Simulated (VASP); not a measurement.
# Al2O5 (Pmmn) in VASP: a series of runs

Al2O5 is run at these levels: PBE; tasks: single point.

Everything below comes from runs of VASP 6.6.1. Logs are shortened: lines on timing, memory, paths and dates and some standing lists are left out, and cuts for length are marked.

**1. The cell of the first run**

Symmetry: Pmmn, No. 59, orthorhombic system. Conventional cell: a = 3.757 Å, b = 11.435 Å, c = 3.724 Å, α = 90.00°, β = 90.00°, γ = 90.00°. Al (site symmetry m) has 6 O at 1.69 to 2.18 Å within 2.2 Å. Within 2.0 Å of O (site symmetry m) lie 1 O at 1.52 Å and 2 Al at 1.89 to 1.91 Å. O (site symmetry mm2) has 2 Al at 1.69 Å within 2.2 Å. O (site symmetry m) has 1 O at 1.52 Å and 2 Al at 1.97 Å within 2.0 Å.

**2. Single point, PBE**

File INCAR:

```
SYSTEM = Al2O5
  ALGO = Normal
  EDIFF = 1E-6
  ENCUT = 520
  GGA = PE
  ISIF = 2
  ISMEAR = 0
  LASPH = .True.
  LCHARG = .True.
  LELF = .True.
  LREAL = .False.
  LVHAR = .True.
  LWAVE = .False.
  NBANDS = 49
  NELM = 80
  PREC = Accurate
  SIGMA = 0.02
```

File KPOINTS:

```
k-points
0
Gamma
  6 2 6
  0 0 0
```

File POSCAR:

```
Al2O5
1.0
    3.7565122908      0.0000000000      0.0000000000
    0.0000000000     11.4347590910      0.0000000000
    0.0000000000      0.0000000000      3.7244379816
Al O
4 10
Direct
    0.5000000000      0.3525900110      0.8247762514
    0.5000000000      0.6474099890      0.8247762514
    0.0000000000      0.8525900110      0.1752237486
    0.0000000000      0.1474099890      0.1752237486
    0.5000000000      0.3209951902      0.3219885941
    0.5000000000      0.6790048098      0.3219885941
    0.5000000000      0.5000000000      0.7855522051
    0.0000000000      0.3018441237      0.8320465591
    0.0000000000      0.6981558763      0.8320465591
    0.0000000000      0.8209951902      0.6780114059
    0.0000000000      0.1790048098      0.6780114059
    0.0000000000      0.0000000000      0.2144477949
    0.5000000000      0.8018441237      0.1679534409
    0.5000000000      0.1981558763      0.1679534409
```

Potentials or basis: VASP PAW PBE potentials, release 64 (Al, O).

On the command line:

```sh
$ cat potpaw_PBE.64/Al/POTCAR potpaw_PBE.64/O/POTCAR > POTCAR
$ mpirun -np 1 vasp_std > vasp.out
```

OUTCAR:

```text
SYSTEM = Al2O5
   EDIFF = 1E-6
   ENCUT = 520
   GGA = PE
   ISIF = 2
   ISMEAR = 0
   LASPH = .True.
   LREAL = .False.
   NELM = 80
   PREC = Accurate

 ion  position               nearest neighbor table
   1  0.500  0.353  0.825-   7 1.69   5 1.89   5 1.91   8 1.97   8 1.97  14 2.18   4 3.28   4 3.28

   2  0.500  0.647  0.825-   7 1.69   6 1.89   6 1.91   9 1.97   9 1.97  13 2.18   3 3.28   3 3.28

   3  0.000  0.853  0.175-  12 1.69  10 1.89  10 1.91  13 1.97  13 1.97   9 2.18   2 3.28   2 3.28

   4  0.000  0.147  0.175-  12 1.69  11 1.89  11 1.91  14 1.97  14 1.97   8 2.18   1 3.28   1 3.28

   5  0.500  0.321  0.322-  14 1.52   1 1.89   1 1.91
   6  0.500  0.679  0.322-  13 1.52   2 1.89   2 1.91
   7  0.500  0.500  0.786-   1 1.69   2 1.69
   8  0.000  0.302  0.832-  11 1.52   1 1.97   1 1.97   4 2.18
   9  0.000  0.698  0.832-  10 1.52   2 1.97   2 1.97   3 2.18
  10  0.000  0.821  0.678-   9 1.52   3 1.89   3 1.91
  11  0.000  0.179  0.678-   8 1.52   4 1.89   4 1.91
  12  0.000  0.000  0.214-   3 1.69   4 1.69
  13  0.500  0.802  0.168-   6 1.52   3 1.97   3 1.97   2 2.18
  14  0.500  0.198  0.168-   5 1.52   4 1.97   4 1.97   1 2.18

  LATTYP: Found a simple orthorhombic cell.
 ALAT       =     3.7244379816
 B/A-ratio  =     1.0086118521
 C/A-ratio  =     3.0701972076

  Lattice vectors:

 A1 = (   0.0000000000,   0.0000000000,   3.7244379816)
 A2 = (   3.7565122908,   0.0000000000,   0.0000000000)
 A3 = (   0.0000000000,  11.4347590910,   0.0000000000)

Analysis of symmetry for initial positions (statically):
=====================================================================
 Subroutine PRICEL returns:
 Original cell was already a primitive cell.

 Routine SETGRP: Setting up the symmetry group for a
 simple orthorhombic supercell.

 Subroutine GETGRP returns: Found  8 space group operations
 (whereof  4 operations were pure point group operations)
 out of a pool of  8 trial point group operations.

The static configuration has the point symmetry C_2v.
 The point group associated with its full space group is D_2h.

Analysis of symmetry for dynamics (positions and initial velocities):
=====================================================================
 Subroutine PRICEL returns:
 Original cell was already a primitive cell.

 Routine SETGRP: Setting up the symmetry group for a
 simple orthorhombic supercell.

 Subroutine GETGRP returns: Found  8 space group operations
 (whereof  4 operations were pure point group operations)
 out of a pool of  8 trial point group operations.

The dynamic configuration has the point symmetry C_2v.
 The point group associated with its full space group is D_2h.

 Subroutine INISYM returns: Found  8 space group operations
 (whereof  4 operations are pure point group operations),
 and found     1 'primitive' translations

----------------------------------------------------------------------------------------

                                     Primitive cell

  volume of cell :     159.9825

  direct lattice vectors                    reciprocal lattice vectors
     3.756512291  0.000000000  0.000000000     0.266204373  0.000000000  0.000000000
     0.000000000 11.434759091  0.000000000     0.000000000  0.087452651  0.000000000
     0.000000000  0.000000000  3.724437982     0.000000000  0.000000000  0.268496886

  length of vectors
     3.756512291 11.434759091  3.724437982     0.266204373  0.087452651  0.268496886

  position of ions in fractional coordinates (direct lattice)
     0.500000000  0.352590011  0.824776251
     0.500000000  0.647409989  0.824776251
     0.000000000  0.852590011  0.175223749
     0.000000000  0.147409989  0.175223749
     0.500000000  0.320995190  0.321988594
     0.500000000  0.679004810  0.321988594
     0.500000000  0.500000000  0.785552205
     0.000000000  0.301844124  0.832046559
     0.000000000  0.698155876  0.832046559
     0.000000000  0.820995190  0.678011406
     0.000000000  0.179004810  0.678011406
     0.000000000  0.000000000  0.214447795
     0.500000000  0.801844124  0.167953441
[... 63 lines left out ...]
  band No.  band energies     occupation
      1     -19.8268      2.00000
      2     -19.8166      2.00000
      3     -18.4298      2.00000
      4     -18.4269      2.00000
      5     -14.3214      2.00000
      6     -13.7980      2.00000
[... 40 lines left out ...]
     47      13.2673      0.00000
     48      14.3148      0.00000

 k-point     3 :       0.3333    0.0000    0.0000
  band No.  band energies     occupation
      1     -19.5416      2.00000
      2     -19.5330      2.00000
      3     -18.7339      2.00000
      4     -18.7296      2.00000
      5     -14.1333      2.00000
      6     -13.8016      2.00000
[... 40 lines left out ...]
     47      13.1541      0.00000
     48      13.6476      0.00000

 k-point     4 :       0.5000    0.0000    0.0000
  band No.  band energies     occupation
      1     -19.1426      2.00000
      2     -19.1426      2.00000
      3     -19.1362      2.00000
      4     -19.1362      2.00000
      5     -13.9252      2.00000
      6     -13.9252      2.00000
[... 958 lines left out ...]
     47      13.2624      0.00000
     48      13.2624      0.00000

 k-point    23 :       0.3333    0.5000    0.3333
  band No.  band energies     occupation
      1     -19.2946      2.00000
      2     -19.2946      2.00000
      3     -18.8491      2.00000
      4     -18.8491      2.00000
      5     -13.8467      2.00000
      6     -13.8467      2.00000
[... 40 lines left out ...]
     47      13.1589      0.00000
     48      13.1589      0.00000

 k-point    24 :       0.5000    0.5000    0.3333
  band No.  band energies     occupation
      1     -19.0588      2.00000
      2     -19.0588      2.00000
      3     -19.0568      2.00000
      4     -19.0568      2.00000
      5     -13.7854      2.00000
      6     -13.7854      2.00000
[... 40 lines left out ...]
     47      12.7335      0.00000
     48      12.7335      0.00000

 [... further k-points ...]

 [bands above 48 left out]

------------------------ aborting loop because EDIFF is reached ----------------------------------------

  FORCE on cell =-STRESS in cart. coord.  units (eV):
  Direction    XX          YY          ZZ          XY          YZ          ZX
  --------------------------------------------------------------------------------------
  -------------------------------------------------------------------------------------
  Total       -0.3566538      0.9029091     -0.1777418      0.0000000      0.0000000      0.0000000
  in kB       -3.5717811      9.0423648     -1.7800314      0.0000000      0.0000000      0.0000000
  external PRESSURE =       1.2301841 kB  Pullay stress =       0.0000000 kB

 VOLUME and BASIS-vectors are now :
 -----------------------------------------------------------------------------
  energy-cutoff  :      520.00
  volume of cell :      159.98
      direct lattice vectors                 reciprocal lattice vectors
     3.756512291  0.000000000  0.000000000     0.266204373  0.000000000  0.000000000
     0.000000000 11.434759091  0.000000000     0.000000000  0.087452651  0.000000000
     0.000000000  0.000000000  3.724437982     0.000000000  0.000000000  0.268496886

 POSITION                                       TOTAL-FORCE (eV/Angst)
 -----------------------------------------------------------------------------------
      1.87826      4.03178      3.07183         0.000000     -0.006291     -0.010032
      1.87826      7.40298      3.07183         0.000000      0.006291     -0.010032
      0.00000      9.74916      0.65261        -0.000000     -0.006291      0.010032
      0.00000      1.68560      0.65261        -0.000000      0.006291      0.010032
      1.87826      3.67050      1.19923         0.000000      0.135298      0.077986
      1.87826      7.76426      1.19923         0.000000     -0.135298      0.077986
      1.87826      5.71738      2.92574         0.000000     -0.000000     -0.007682
      0.00000      3.45151      3.09891        -0.000000      0.139797      0.061132
      0.00000      7.98324      3.09891         0.000000     -0.139797      0.061132
      0.00000      9.38788      2.52521         0.000000      0.135298     -0.077986
      0.00000      2.04688      2.52521        -0.000000     -0.135298     -0.077986
      0.00000      0.00000      0.79870         0.000000     -0.000000      0.007682
      1.87826      9.16889      0.62553         0.000000      0.139797     -0.061132
      1.87826      2.26586      0.62553         0.000000     -0.139797     -0.061132
 -----------------------------------------------------------------------------------
    total drift:                                0.000000     -0.000000     -0.000000

  FREE ENERGIE OF THE ION-ELECTRON SYSTEM (eV)
  ---------------------------------------------------
  free  energy   TOTEN  =       -88.7641827123 eV

  energy  without entropy=      -88.7641827123  energy(sigma->0) =      -88.76418271
```

It took 2.9 min on 1 thread of Intel Xeon 6975P-C (Granite Rapids), shared host; peak memory 0.34 GiB.

Results:

```
Free energy            : -88.7642 eV
Pressure               : 0.1 GPa
Largest force          : 0.156 eV/Å
Band gap on the k mesh : 2.84 eV
```

Forces in eV/Å, atoms in the order of the input:
```
Al   0.000 -0.006 -0.010
Al   0.000  0.006 -0.010
Al   0.000 -0.006  0.010
Al   0.000  0.006  0.010
O    0.000  0.135  0.078
O    0.000 -0.135  0.078
O    0.000  0.000 -0.008
O    0.000  0.140  0.061
O    0.000 -0.140  0.061
O    0.000  0.135 -0.078
O    0.000 -0.135 -0.078
O    0.000  0.000  0.008
O    0.000  0.140 -0.061
O    0.000 -0.140 -0.061
```

Stress tensor (GPa, compression positive):
```
-0.36  0.00  0.00
 0.00  0.90  0.00
 0.00  0.00 -0.18
```

**3. Single point, PBE**

This run uses another cell than the first one, of 11.24 Å³/atom.

File INCAR:

```
ALGO = Normal ; EDIFF = 1E-6
ENCUT = 600 ; GGA = PE
GGA_COMPAT = False ; ISIF = 2
ISMEAR = 0 ; LASPH = True
LCHARG = True ; LELF = True
LREAL = False ; LVHAR = True
LWAVE = False ; NBANDS = 49
NELM = 120 ; PREC = Accurate
SIGMA = 0.1
```

File KPOINTS:

```
k-points
0
Gamma
  6 2 4
```

File POSCAR:

```
Al2O5
1.0
    3.6132131386      0.0000000000      0.0000000000
    0.0000000000     11.5381681810      0.0000000000
    0.0000000000      0.0000000000      3.7729060255
Al O
4 10
Direct
    0.5000000000      0.3541649738      0.8129596654
    0.5000000000      0.6458350262      0.8129596654
    0.0000000000      0.8541649738      0.1870403346
    0.0000000000      0.1458350262      0.1870403346
    0.5000000000      0.3241656873      0.3105938915
    0.5000000000      0.6758343127      0.3105938915
    0.5000000000      0.5000000000      0.7743430933
    0.0000000000      0.2996259880      0.8196319859
    0.0000000000      0.7003740120      0.8196319859
    0.0000000000      0.8241656873      0.6894061085
    0.0000000000      0.1758343127      0.6894061085
    0.0000000000      0.0000000000      0.2256569067
    0.5000000000      0.7996259880      0.1803680141
    0.5000000000      0.2003740120      0.1803680141
```

Potentials or basis: VASP PAW PBE potentials, release 64 (Al, O).

On the command line:

```sh
$ cat potpaw_PBE.64/Al/POTCAR potpaw_PBE.64/O/POTCAR > POTCAR
$ mpirun -np 1 vasp_std > vasp.out
```

It took 6.7 min on 1 thread of Oxide Virtual Turin-like, shared host; peak memory 0.33 GiB.

It converged, with:

```
Free energy            : -88.7195 eV
Pressure               : 1.9 GPa
Largest force          : 0.160 eV/Å
Band gap on the k mesh : 2.82 eV
```

Forces in eV/Å, atoms in the order of the input:
```
Al   0.000  0.046 -0.026
Al   0.000 -0.046 -0.026
Al   0.000  0.046  0.026
Al   0.000 -0.046  0.026
O    0.000  0.144  0.069
O    0.000 -0.144  0.069
O    0.000  0.000  0.033
O    0.000  0.150  0.038
O    0.000 -0.150  0.038
O    0.000  0.144 -0.069
O    0.000 -0.144 -0.069
O    0.000  0.000 -0.033
O    0.000  0.150 -0.038
O    0.000 -0.150 -0.038
```

Stress tensor (GPa, compression positive):
```
 3.68  0.00  0.00
 0.00  2.04  0.00
 0.00  0.00 -0.10
```

Levels at points of the mesh, in eV from the valence-band top:
```tsv
k point	band 32	band 33	band 34	band 35	band 36	band 37	band 38	band 39	band 40	band 41
(0.00, 0.00, 0.00)	-0.12	-0.08	-0.07	-0.07	0.00	2.82	3.72	3.88	3.89	5.49
(0.50, 0.00, 0.00)	-0.97	-0.64	-0.64	-0.01	-0.01	3.75	3.75	3.75	3.75	8.67
(0.00, 0.50, 0.00)	-0.13	-0.10	-0.10	-0.07	-0.07	3.23	3.23	3.89	3.89	5.78
(0.50, 0.50, 0.00)	-1.00	-0.61	-0.61	-0.01	-0.01	3.57	3.57	3.94	3.94	8.70
(0.00, 0.00, 0.50)	-0.84	-0.71	-0.47	-0.09	-0.05	3.57	3.68	3.72	3.95	8.36
(0.50, 0.00, 0.50)	-0.46	-0.13	-0.13	-0.09	-0.09	3.61	3.61	3.97	3.97	9.63
(0.00, 0.50, 0.50)	-0.91	-0.55	-0.55	-0.07	-0.07	3.52	3.52	3.93	3.93	8.43
(0.50, 0.50, 0.50)	-0.60	-0.15	-0.15	-0.08	-0.08	3.80	3.80	3.80	3.80	9.65
```

A k mesh can miss the band edges.

**4. Single point, PBE**

File INCAR:

```
SYSTEM = Al2O5
PREC = Accurate ; ENCUT = 600
EDIFF = 1E-6 ; ISMEAR = 0
SIGMA = 0.1 ; LREAL = .False.
LASPH = .True. ; NELM = 120
ALGO = Normal ; ISIF = 2
LWAVE = .False. ; LCHARG = .False.
GGA = PE ; NBANDS = 49
GGA_COMPAT = .False.
```

File KPOINTS:

```
regular mesh
0
Gamma
  6 2 4
  0 0 0
```

File POSCAR:

```
Al2O5
1.0
    3.7528135938      0.0000000000      0.0000000000
    0.0000000000     11.4348009755      0.0000000000
    0.0000000000      0.0000000000      3.7259718611
Al O
4 10
Direct
    0.5000000000      0.3525828699      0.8253848799
    0.5000000000      0.6474171301      0.8253848799
    0.0000000000      0.8525828699      0.1746151201
    0.0000000000      0.1474171301      0.1746151201
    0.5000000000      0.3208878275      0.3226326246
    0.5000000000      0.6791121725      0.3226326246
    0.5000000000      0.5000000000      0.7855679170
    0.0000000000      0.3018188884      0.8318260611
    0.0000000000      0.6981811116      0.8318260611
    0.0000000000      0.8208878275      0.6773673754
    0.0000000000      0.1791121725      0.6773673754
    0.0000000000      0.0000000000      0.2144320830
    0.5000000000      0.8018188884      0.1681739389
    0.5000000000      0.1981811116      0.1681739389
```

On the command line:

```sh
$ cat potpaw_PBE.64/Al/POTCAR potpaw_PBE.64/O/POTCAR > POTCAR
$ mpirun -np 1 vasp_std > vasp.out
```

It took 6.5 min on 1 thread of Oxide Virtual Turin-like, shared host; peak memory 0.33 GiB.

It converged, with:

```
Free energy            : -88.7900 eV
Pressure               : 0.0 GPa
Largest force          : 0.154 eV/Å
Band gap on the k mesh : 2.85 eV
```

Forces on the atoms (eV/Å):
```
Al   0.000  0.003 -0.014
Al   0.000 -0.003 -0.014
Al   0.000  0.003  0.014
Al   0.000 -0.003  0.014
O    0.000  0.142  0.050
O    0.000 -0.142  0.050
O    0.000  0.000  0.001
O    0.000  0.137  0.070
O    0.000 -0.137  0.070
O    0.000  0.142 -0.050
O    0.000 -0.142 -0.050
O    0.000  0.000 -0.001
O    0.000  0.137 -0.070
O    0.000 -0.137 -0.070
```

Stress tensor (GPa, compression positive):
```
-0.37  0.00  0.00
 0.00  0.67  0.00
 0.00  0.00 -0.44
```

Levels at points of the mesh, in eV from the valence-band top:
```csv
k point,band 32,band 33,band 34,band 35,band 36,band 37,band 38,band 39,band 40,band 41
"(0.00, 0.00, 0.00)",-0.19,-0.18,-0.13,-0.09,0.00,2.85,3.69,3.74,3.75,5.44
"(0.50, 0.00, 0.00)",-0.95,-0.53,-0.53,-0.01,-0.01,3.66,3.66,3.68,3.68,8.41
"(0.00, 0.50, 0.00)",-0.19,-0.13,-0.13,-0.11,-0.11,3.23,3.23,3.74,3.74,5.77
"(0.50, 0.50, 0.00)",-0.97,-0.50,-0.50,-0.01,-0.01,3.51,3.51,3.82,3.82,8.46
"(0.00, 0.00, 0.50)",-0.88,-0.67,-0.46,-0.08,-0.05,3.54,3.55,3.69,3.84,8.28
"(0.50, 0.00, 0.50)",-0.47,-0.31,-0.31,-0.17,-0.17,3.53,3.53,3.85,3.85,9.63
"(0.00, 0.50, 0.50)",-0.95,-0.53,-0.53,-0.06,-0.06,3.47,3.47,3.83,3.83,8.37
"(0.50, 0.50, 0.50)",-0.58,-0.32,-0.32,-0.20,-0.20,3.68,3.68,3.72,3.72,9.63
```

Caveat: the k points lie up to 0.42 Å⁻¹ apart. A k mesh can miss the band edges.

**5. Single point, PBE**

File INCAR:

```
SYSTEM = Al2O5
ALGO = Normal
EDIFF = 1E-6
ENCUT = 600
GGA = PE
GGA_COMPAT = .FALSE.
ISIF = 2
ISMEAR = 0
LASPH = .TRUE.
LCHARG = .FALSE.
LREAL = .FALSE.
LWAVE = .FALSE.
NBANDS = 49
NELM = 120
PREC = Accurate
SIGMA = 0.1
```

File KPOINTS:

```
k-points
0
G
  6 2 6
  0 0 0
```

POSCAR is that of step 4.

On the command line:

```sh
$ cat potpaw_PBE.64/Al/POTCAR potpaw_PBE.64/O/POTCAR > POTCAR
$ mpirun -np 1 vasp_std > vasp.out
```

Wall time 7.2 min (1 thread of Oxide Virtual Turin-like, shared host); peak memory 0.37 GiB.

It converged, with:

```
Free energy            : -88.7900 eV
Pressure               : 0.0 GPa
Largest force          : 0.154 eV/Å
Band gap on the k mesh : 2.84 eV
```

Forces in eV/Å, atoms in the order of the input:
```
Al   0.000  0.002 -0.014
Al   0.000 -0.002 -0.014
Al   0.000  0.002  0.014
Al   0.000 -0.002  0.014
O    0.000  0.142  0.049
O    0.000 -0.142  0.049
O    0.000  0.000  0.001
O    0.000  0.137  0.070
O    0.000 -0.137  0.070
O    0.000  0.142 -0.049
O    0.000 -0.142 -0.049
O    0.000  0.000 -0.001
O    0.000  0.137 -0.070
O    0.000 -0.137 -0.070
```

Stress tensor (GPa, compression positive):
```
-0.37  0.00  0.00
 0.00  0.67  0.00
 0.00  0.00 -0.44
```

Levels at points of the mesh, in eV from the valence-band top:
| k point | band 33 | band 34 | band 35 | band 36 | band 37 | band 38 | band 39 | band 40 |
| --- | --- | --- | --- | --- | --- | --- | --- | --- |
| (0.00, 0.00, 0.00) | -0.19 | -0.13 | -0.09 | 0.00 | 2.84 | 3.69 | 3.73 | 3.75 |
| (0.50, 0.00, 0.00) | -0.53 | -0.53 | -0.01 | -0.01 | 3.65 | 3.65 | 3.68 | 3.68 |
| (0.00, 0.50, 0.00) | -0.14 | -0.14 | -0.12 | -0.12 | 3.23 | 3.23 | 3.74 | 3.74 |
| (0.50, 0.50, 0.00) | -0.50 | -0.50 | -0.02 | -0.02 | 3.51 | 3.51 | 3.82 | 3.82 |
| (0.00, 0.00, 0.50) | -0.67 | -0.46 | -0.08 | -0.05 | 3.54 | 3.55 | 3.68 | 3.84 |
| (0.50, 0.00, 0.50) | -0.31 | -0.31 | -0.17 | -0.17 | 3.53 | 3.53 | 3.85 | 3.85 |
| (0.00, 0.50, 0.50) | -0.53 | -0.53 | -0.07 | -0.07 | 3.47 | 3.47 | 3.82 | 3.82 |
| (0.50, 0.50, 0.50) | -0.32 | -0.32 | -0.21 | -0.21 | 3.68 | 3.68 | 3.72 | 3.72 |

A k mesh can miss the band edges.

**6. Overview**

```tsv
cell	k mesh	cutoff (eV)	smearing	gap on the mesh (eV)	pressure (GPa)	largest force (eV/Å)
a = 3.757, b = 11.435, c = 3.724 Å, 14 atoms, atomic positions A	6 × 2 × 6	520	gaussian 0.02 eV	2.84	0.1	0.16
a = 3.613, b = 11.538, c = 3.773 Å, 14 atoms, atomic positions B	6 × 2 × 4	600	gaussian 0.1 eV	2.82	1.9	0.16
a = 3.753, b = 11.435, c = 3.726 Å, 14 atoms, atomic positions C	6 × 2 × 4	600	gaussian 0.1 eV	2.85	0.0	0.15
a = 3.753, b = 11.435, c = 3.726 Å, 14 atoms, atomic positions C	6 × 2 × 6	600	gaussian 0.1 eV	2.84	0.0	0.15
```

Alike in all rows: task single point; level PBE; potentials or basis VASP PAW PBE potentials, release 64 (Al, O); no spin polarisation.

Caveats: some runs use coarse meshes.

Absolute energies hang on the potentials; compare differences alone.
